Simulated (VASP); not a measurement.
# Ta (Im-3m) in VASP: further runs

Runs on Ta. Level: PBEsol. Tasks: single point.

All numbers are computed with VASP 6.6.1; they aren't measurements. Logs are shortened: lines on timing, memory, paths and dates and some standing lists are left out, and cuts for length are marked.

### 1 The cell of the first run

The structure is cubic, space group Im-3m (No. 229). The conventional cell has a = 3.262 Å, b = 3.262 Å, c = 3.262 Å, α = 90.00°, β = 90.00°, γ = 90.00°. Ta (site symmetry m-3m) has 14 Ta at 2.82 to 3.26 Å within 3.7 Å.

### 2 Single point, PBEsol

Contents of INCAR:

```
SYSTEM = Ta
PREC = Accurate ; ENCUT = 520
EDIFF = 1E-6 ; ISMEAR = -1
SIGMA = 0.1 ; LREAL = .False.
LASPH = .True. ; NELM = 80
ALGO = Normal ; ISIF = 2
LWAVE = .False. ; LCHARG = .True.
GGA = PS ; LELF = .True.
LVHAR = .True. ; NBANDS = 12
```

Contents of KPOINTS:

```
Automatic mesh
0
Gamma
  24 24 24
  0 0 0
```

Contents of POSCAR:

```
Ta
1.0
   -1.6309411965      1.6309411965      1.6309411965
    1.6309411965     -1.6309411965      1.6309411965
    1.6309411965      1.6309411965     -1.6309411965
Ta
1
Direct
    0.0000000000      0.0000000000      0.0000000000
```

Potentials or basis: VASP PAW PBE potentials, release 64 (Ta_pv).

On the command line:

```console
> cat potpaw_PBE.64/Ta_pv/POTCAR > POTCAR
> mpirun -np 1 vasp_std > vasp.out
```

OUTCAR:

```text
SYSTEM = Ta
   PREC = Accurate
   ENCUT = 520
   EDIFF = 1E-6
   ISMEAR = -1
   LREAL = .False.
   LASPH = .True.
   NELM = 80
   ISIF = 2
   GGA = PS

 ion  position               nearest neighbor table
   1  0.000  0.000  0.000-

  LATTYP: Found a body centered cubic cell.
 ALAT       =     3.2618823930

  Lattice vectors:

 A1 = (  -1.6309411965,   1.6309411965,   1.6309411965)
 A2 = (   1.6309411965,  -1.6309411965,   1.6309411965)
 A3 = (   1.6309411965,   1.6309411965,  -1.6309411965)

Analysis of symmetry for initial positions (statically):
=====================================================================
 Subroutine PRICEL returns:
 Original cell was already a primitive cell.

 Routine SETGRP: Setting up the symmetry group for a
 body centered cubic supercell.

 Subroutine GETGRP returns: Found 48 space group operations
 (whereof 48 operations were pure point group operations)
 out of a pool of 48 trial point group operations.

The static configuration has the point symmetry O_h .

Analysis of symmetry for dynamics (positions and initial velocities):
=====================================================================
 Subroutine PRICEL returns:
 Original cell was already a primitive cell.

 Routine SETGRP: Setting up the symmetry group for a
 body centered cubic supercell.

 Subroutine GETGRP returns: Found 48 space group operations
 (whereof 48 operations were pure point group operations)
 out of a pool of 48 trial point group operations.

The dynamic configuration has the point symmetry O_h .

 Subroutine INISYM returns: Found 48 space group operations
 (whereof 48 operations are pure point group operations),
 and found     1 'primitive' translations

----------------------------------------------------------------------------------------

                                     Primitive cell

  volume of cell :      17.3530

  direct lattice vectors                    reciprocal lattice vectors
    -1.630941197  1.630941197  1.630941197     0.000000000  0.306571445  0.306571445
     1.630941197 -1.630941197  1.630941197     0.306571445  0.000000000  0.306571445
     1.630941197  1.630941197 -1.630941197     0.306571445  0.306571445  0.000000000

  length of vectors
     2.824873016  2.824873016  2.824873016     0.433557496  0.433557496  0.433557496

  position of ions in fractional coordinates (direct lattice)
     0.000000000  0.000000000  0.000000000

  ion indices of the primitive-cell ions
   primitive index   ion index
                 1           1

----------------------------------------------------------------------------------------

 KPOINTS: Automatic mesh

Automatic generation of k-mesh.
 Grid dimensions read from file:
 generate k-points for:   24   24   24

 Generating k-lattice:

  Cartesian coordinates                     Fractional coordinates (reciprocal lattice)
     0.000000000  0.012773810  0.012773810     0.041666667  0.000000000  0.000000000
     0.012773810  0.000000000  0.012773810     0.000000000  0.041666667  0.000000000
     0.012773810  0.012773810  0.000000000     0.000000000  0.000000000  0.041666667

  Length of vectors
     0.018064896  0.018064896  0.018064896

  Shift w.r.t. Gamma in fractional coordinates (k-lattice)
     0.000000000  0.000000000  0.000000000

 Subroutine IBZKPT returns following result:
 ===========================================

 Found    413 irreducible k-points:

 Following reciprocal coordinates:
            Coordinates               Weight
  0.000000  0.000000  0.000000      1.000000
  0.041667  0.000000  0.000000     12.000000
  0.083333  0.000000  0.000000     12.000000
  0.125000  0.000000  0.000000     12.000000
  0.166667  0.000000  0.000000     12.000000
  0.208333  0.000000  0.000000     12.000000
[... 16 lines left out ...]
  0.416667  0.041667 -0.000000     48.000000
  0.458333  0.041667 -0.000000     48.000000
 [... further k-points ...]
   k-points           NKPTS =    413   k-points in BZ     NKDIM =    413   number of bands    NBANDS=     12
   number of dos      NEDOS =    301   number of ions     NIONS =      1
   total plane-waves  NPLWV =  13824
   dimension x,y,z NGX =    24 NGY =   24 NGZ =   24
   dimension x,y,z NGXF=    48 NGYF=   48 NGZF=   48
   ions per type =               1
   NGX,Y,Z   is equivalent  to a cutoff of  14.12, 14.12, 14.12 a.u.
   NGXF,Y,Z  is equivalent  to a cutoff of  28.25, 28.25, 28.25 a.u.
 SYSTEM =  Ta
   PREC   = accura    normal or accurate (medium, high low for compatibility)
   ISTART =      0    job   : 0-new  1-cont  2-samecut
   ICHARG =      2    charge: 1-file 2-atom 10-const
   ISPIN  =      1    spin polarized calculation?
   LNONCOLLINEAR =      F non collinear calculations
   LSORBIT =      F    spin-orbit coupling
   LASPH  =      T    aspherical Exc in radial PAW
   ENCUT  =  520.0 eV  38.22 Ry    6.18 a.u.   5.25  5.25  5.25*2*pi/ulx,y,z
   NELM   =     80;   NELMIN=  2; NELMDL= -5     # of ELM steps
   EDIFF  = 0.1E-05   stopping-criterion for ELM
   LREAL  =      F    real-space projection
[... 7 lines left out ...]
   TEBEG  =    0.0;   TEEND  =   0.0 temperature during run
   PSTRESS=    0.0 pullay stress
   NELECT =      11.0000    total number of electrons
   NUPDOWN=      -1.0000    fix difference up-down
   EMIN   =  10.00;   EMAX   =-10.00  energy-range for DOS
   EFERMI =   0.00;   METHOD = LEGACY
   ISMEAR =    -1;   SIGMA  =   0.10  broadening in eV -4-tet -1-fermi 0-gaus
   EFERMI_NEDOS =   21; number of points for ismear=-14 and -15
   IALGO  =     38    algorithm
   IMIX   =      4    mixing-type and parameters
     AMIX     =   0.40;   BMIX     =  1.00
     AMIX_MAG =   1.60;   BMIX_MAG =  1.00
  volume/ion in A,a.u.               =      17.35       117.10
  Fermi-wavevector in a.u.,A,eV,Ry     =   1.406309  2.657539 26.908311  1.977705
  Thomas-Fermi vector in A             =   2.528682
   LORBIT       =      0    0 simple, 1 ext, 2 COOP (PROOUT), +10 PAW based schemes
   GGA     = PS    functional components
   LHFCALC =     F    Hartree Fock is set to
   AEXX    =    0.0000 exact exchange contribution
   IVDW    =     0    specifies the selected vdW correction
   LEPSILON=     F    determine dielectric tensor
   LRPA    =     F    only Hartree local field effects (RPA)
 non-spin polarized calculation
  energy-cutoff  :      520.00
  volume of cell :       17.35
 maximum number of plane-waves:       484
 NGX is ok and might be reduce to    24
   NGX = 11   NGY = 11   NGZ = 11

 number of electron      11.0000000 magnetization

 Free energy of the ion-electron system (eV)
  ---------------------------------------------------
  ext. energy  EPLUGINS =         0.00000000
  ---------------------------------------------------
  free energy    TOTEN  =       -12.56792296 eV

  energy without entropy =      -12.52648803  energy(sigma->0) =      -12.54720549

 E-fermi :   5.6293     XC(G=0): -12.9200

 val. band max:        5.6228052879   @ k =  -0.3750   0.3750   0.0833
 cond. band min:       5.6328927124   @ k =  -0.2500   0.2500   0.1250
 fundamental gap:      0.0100874245
 Fermi energy:         5.6293062665

 k-point     1 :       0.0000    0.0000    0.0000
  band No.  band energies     occupation
      1     -27.2486      2.00000
      2     -27.2486      2.00000
      3     -27.2486      2.00000
      4      -2.4467      2.00000
      5       6.3441      0.00157
      6       6.3441      0.00157
      7       6.3441      0.00157
      8       9.7486      0.00000
      9       9.7486      0.00000
     10      20.4190      0.00000
     11      20.8415      0.00000
     12      20.8415      0.00000

 k-point     2 :       0.0417    0.0000    0.0000
  band No.  band energies     occupation
      1     -27.2736      2.00000
      2     -27.2562      2.00000
      3     -27.2488      2.00000
      4      -2.3645      2.00000
      5       6.2898      0.00270
      6       6.3300      0.00181
      7       6.4244      0.00070
      8       9.6552      0.00000
      9       9.7482      0.00000
     10      20.4190      0.00000
     11      20.9181      0.00000
     12      20.9846      0.00000

 k-point     3 :       0.0833    0.0000    0.0000
  band No.  band energies     occupation
      1     -27.3465      2.00000
      2     -27.2784      2.00000
      3     -27.2492      2.00000
      4      -2.1229      2.00000
      5       6.1348      0.01268
      6       6.2764      0.00309
      7       6.6638      0.00006
      8       9.4267      0.00000
      9       9.7498      0.00000
     10      20.4188      0.00000
     11      21.1296      0.00000
     12      21.4053      0.00000

 k-point     4 :       0.1250    0.0000    0.0000
  band No.  band energies     occupation
      1     -27.4608      2.00000
      2     -27.3135      2.00000
      3     -27.2500      2.00000
      4      -1.7376      2.00000
      5       5.9000      0.12512
      6       6.1562      0.01025
      7       7.0581      0.00000
      8       9.1823      0.00000
      9       9.7609      0.00000
     10      20.4182      0.00000
     11      21.4126      0.00000
     12      22.0809      0.00000

 k-point     5 :       0.1667    0.0000    0.0000
  band No.  band energies     occupation
      1     -27.6068      2.00000
      2     -27.3588      2.00000
      3     -27.2510      2.00000
      4      -1.2359      2.00000
      5       5.6132      1.08048
      6       5.9546      0.07444
      7       7.6003      0.00000
      8       9.0347      0.00000
      9       9.7914      0.00000
     10      20.4173      0.00000
     11      21.6318      0.00000
     12      22.9805      0.00000

 k-point     6 :       0.2083    0.0000    0.0000
  band No.  band energies     occupation
      1     -27.7730      2.00000
      2     -27.4112      2.00000
      3     -27.2521      2.00000
      4      -0.6605      2.00000
      5       5.3022      1.92684
      6       5.7083      0.62442
      7       8.2798      0.00000
      8       9.0296      0.00000
      9       9.8505      0.00000
     10      20.4155      0.00000
     11      21.5783      0.00000
     12      23.5660      0.00000

 k-point     7 :       0.2500    0.0000    0.0000
  band No.  band energies     occupation
      1     -27.9470      2.00000
      2     -27.4669      2.00000
      3     -27.2534      2.00000
      4      -0.0739      2.00000
      5       4.9916      1.99661
      6       5.5086      1.53945
      7       9.0818      0.00000
      8       9.1452      0.00000
      9       9.9442      0.00000
     10      20.4118      0.00000
     11      21.1307      0.00000
     12      22.9699      0.00000

 k-point     8 :       0.2917    0.0000    0.0000
  band No.  band energies     occupation
      1     -28.1167      2.00000
      2     -27.5221      2.00000
      3     -27.2547      2.00000
      4       0.4407      2.00000
      5       4.7013      1.99981
      6       5.4671      1.67018
      7       9.3302      0.00000
      8       9.9848      0.00000
      9      10.0736      0.00000
     10      20.4013      0.00000
     11      20.4112      0.00000
     12      21.9119      0.00000
[... 166 lines left out ...]
 k-point    20 :       0.2917    0.0417    0.0000
  band No.  band energies     occupation
      1     -28.1974      2.00000
      2     -27.5508      2.00000
      3     -27.2648      2.00000
      4       0.7033      2.00000
      5       4.5730      1.99995
      6       5.4669      1.67072
      7       9.3383      0.00000
      8      10.2318      0.00000
      9      10.5582      0.00000
     10      20.0270      0.00000
     11      20.3956      0.00000
     12      21.3850      0.00000

 k-point    21 :       0.3333    0.0417    0.0000
  band No.  band energies     occupation
      1     -28.3378      2.00000
      2     -27.5998      2.00000
      3     -27.2660      2.00000
      4       0.9801      2.00000
      5       4.3437      1.99999
      6       5.7847      0.34910
      7       9.5408      0.00000
      8      10.3818      0.00000
      9      11.5414      0.00000
     10      19.2508      0.00000
     11      20.0993      0.00000
     12      20.5292      0.00000

 k-point    22 :       0.3750    0.0417    0.0000
  band No.  band energies     occupation
      1     -28.4504      2.00000
      2     -27.6395      2.00000
      3     -27.2671      2.00000
      4       1.0996      2.00000
      5       4.1647      2.00000
      6       6.2981      0.00249
      7       9.6706      0.00000
      8      10.5386      0.00000
      9      12.4995      0.00000
     10      18.5926      0.00000
     11      19.1524      0.00000
     12      20.4535      0.00000

 k-point    23 :       0.4167    0.0417   -0.0000
  band No.  band energies     occupation
      1     -28.5289      2.00000
      2     -27.6674      2.00000
      3     -27.2678      2.00000
      4       1.1283      2.00000
      5       4.0422      2.00000
      6       6.8540      0.00001
      7       9.6850      0.00000
      8      10.6858      0.00000
      9      13.3154      0.00000
     10      18.1123      0.00000
     11      18.3903      0.00000
     12      20.4438      0.00000

 k-point    24 :       0.4583    0.0417   -0.0000
  band No.  band energies     occupation
      1     -28.5692      2.00000
      2     -27.6818      2.00000
      3     -27.2682      2.00000
      4       1.1271      2.00000
      5       3.9801      2.00000
      6       7.2382      0.00000
      7       9.6304      0.00000
      8      10.7807      0.00000
      9      13.8097      0.00000
     10      17.8393      0.00000
     11      17.9917      0.00000
     12      20.4411      0.00000

 [... further k-points ...]

------------------------ aborting loop because EDIFF is reached ----------------------------------------

  FORCE on cell =-STRESS in cart. coord.  units (eV):
  Direction    XX          YY          ZZ          XY          YZ          ZX
  --------------------------------------------------------------------------------------
  -------------------------------------------------------------------------------------
  Total        0.4568708      0.4568708      0.4568708     -0.0000000     -0.0000000      0.0000000
  in kB       42.1821823     42.1821823     42.1821823     -0.0000000     -0.0000000      0.0000000
  external PRESSURE =      42.1821823 kB  Pullay stress =       0.0000000 kB

 VOLUME and BASIS-vectors are now :
 -----------------------------------------------------------------------------
  energy-cutoff  :      520.00
  volume of cell :       17.35
      direct lattice vectors                 reciprocal lattice vectors
    -1.630941197  1.630941197  1.630941197     0.000000000  0.306571445  0.306571445
     1.630941197 -1.630941197  1.630941197     0.306571445  0.000000000  0.306571445
     1.630941197  1.630941197 -1.630941197     0.306571445  0.306571445  0.000000000

 POSITION                                       TOTAL-FORCE (eV/Angst)
 -----------------------------------------------------------------------------------
      0.00000      0.00000      0.00000         0.000000     -0.000000      0.000000
 -----------------------------------------------------------------------------------
    total drift:                               -0.000000      0.000000      0.000000

  FREE ENERGIE OF THE ION-ELECTRON SYSTEM (eV)
  ---------------------------------------------------
  free  energy   TOTEN  =       -12.5679229566 eV

  energy  without entropy=      -12.5264880274  energy(sigma->0) =      -12.54720549
```

Wall time 96 s (1 thread of AMD EPYC 7R43 (Zen 3), shared host); peak memory 0.18 GiB.

What came out:

```
Free energy : -12.5679 eV
Pressure    : 4.2 GPa
```

Caveat: the PAW data sets were made with another functional, which shifts forces and pressure a little; spin-orbit coupling is left out, which moves the levels of the heavy elements.

### 3 Single point, PBEsol

This run uses another cell than the first one, of 17.60 Å³/atom, 1.014 times its volume.

Contents of INCAR:

```
SYSTEM = Ta
ALGO = Normal
EDIFF = 1E-7
ENCUT = 520
GGA = PS
ISIF = 2
ISMEAR = -1
LASPH = .TRUE.
LCHARG = .FALSE.
LREAL = .FALSE.
LWAVE = .FALSE.
NBANDS = 12
NELM = 60
PREC = Accurate
SIGMA = 0.1
```

Contents of KPOINTS:

```
k-points
0
G
  24 24 24
  0 0 0
```

Contents of POSCAR:

```
Ta
1.0
   -1.6385205813      1.6385205813      1.6385205813
    1.6385205813     -1.6385205813      1.6385205813
    1.6385205813      1.6385205813     -1.6385205813
Ta
1
Direct
    0.0000000000      0.0000000000      0.0000000000
```

Potentials or basis: VASP PAW PBE potentials, release 64 (Ta_pv).

On the command line:

```console
> cat potpaw_PBE.64/Ta_pv/POTCAR > POTCAR
> mpirun -np 1 vasp_std > vasp.out
```

Run time: 1.9 min. Hardware: 1 thread of AMD EPYC 7R43 (Zen 3), shared host; peak memory 0.18 GiB.

It converged, with:

```yaml
Free_energy: -12.5721 eV
Pressure: 1.2 GPa
```

Levels at points of the mesh, in eV from the Fermi level:
```tsv
k point	band 2	band 3	band 4	band 5	band 6	band 7	band 8	band 9	band 10	band 11
(0.00, 0.00, 0.00)	-32.94	-32.94	-8.02	0.72	0.72	0.72	4.07	4.07	14.74	15.15
(0.50, 0.00, 0.00)	-33.35	-32.94	-4.50	-1.63	1.72	3.96	5.02	8.04	12.07	12.08
(0.50, 0.50, 0.50)	-33.82	-33.82	-3.96	-3.96	7.03	7.03	7.03	8.87	8.87	8.87
```

Caveat: the PAW data sets were made with another functional, which shifts forces and pressure a little; spin-orbit coupling is left out, which moves the levels of the heavy elements.

(Continued in part 2 of 2.)
